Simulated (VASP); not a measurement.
# AlN: single point with PBE

Crystal: AlN.

```
CELL_PARAMETERS angstrom
-1.65675 2.86957 0.00000
0.00000 0.00000 4.18746
4.97025 2.86957 0.00000
ATOMIC_POSITIONS crystal
Al 0.48981 0.75000 0.26467
Al 0.00000 0.75000 0.66667
Al 0.00000 0.25000 0.33333
Al 0.50000 0.25000 0.83333
N 0.50000 0.25000 0.16667
N 0.00000 0.25000 0.66667
N 0.00000 0.75000 0.33333
N 0.50000 0.75000 0.83333
```

This cell differs from its parent crystal: atom 1 (Al) moved by +0.504 Å along [1 0 0] and +0.252 Å along [1 2 0].

```yaml
Program: VASP 6.6.1
Task: single point
Functional: PBE
Potentials_or_basis: VASP PAW PBE potentials, release 64 (Al, N)
Cutoff: 520 eV
k_mesh: 8 × 6 × 4
Occupations: gaussian, width 0.05 eV
Spin: no spin polarisation
Dipole_correction: no
Further_INCAR_settings: ALGO = Normal; EDIFF = 1e-06; NBANDS = 26
```

```
Pressure               : 7.6 GPa
Largest force          : 6.138 eV/Å
Band gap on the k mesh : 2.28 eV, direct
```

Forces on the atoms (eV/Å):
```
Al  -6.011 -1.241  0.000
Al   2.238  1.251  0.000
Al  -0.258 -0.287  0.000
Al   0.460  0.271  0.000
N    1.887  1.023  0.000
N   -0.782 -0.455  0.000
N    3.018 -0.217  0.000
N   -0.552 -0.345  0.000
```

Stress tensor (GPa, compression positive):
```
  5.84 -12.01   0.00
-12.01  16.43   0.00
  0.00   0.00   0.56
```

Levels at points of the mesh, in eV from the valence-band top:
```csv
k point,band 14,band 15,band 16,band 17,band 18,band 19
"(0.00, 0.00, 0.00)",-1.22,-0.92,0.00,2.28,3.89,4.45
"(0.50, 0.00, 0.00)",-2.34,-2.21,-1.59,4.08,4.55,6.52
"(0.00, 0.50, 0.00)",-1.89,-1.72,-1.25,4.06,4.81,5.51
"(0.50, 0.50, 0.00)",-0.98,-0.89,-0.55,4.46,4.66,6.56
"(0.00, 0.00, 0.50)",-1.48,-0.86,-0.65,3.84,5.14,5.89
"(0.50, 0.00, 0.50)",-2.68,-1.64,-0.95,2.52,4.34,5.42
"(0.00, 0.50, 0.50)",-1.96,-1.48,-1.16,3.93,4.81,5.61
"(0.50, 0.50, 0.50)",-1.54,-1.30,-1.24,3.24,3.93,5.33
```

Wall time 62 s on 1 thread of Intel(R) Xeon(R) 6975P-C (Granite Rapids), on a shared host, peak memory 0.26 GiB.

Caveat: the cell differs from its parent crystal (atom 1 (Al) moved by +0.504 Å along [1 0 0] and +0.252 Å along [1 2 0]); forces of over 1 eV/Å act on the atoms, so gaps and moduli don't describe the material at rest. A k mesh can miss the band edges.
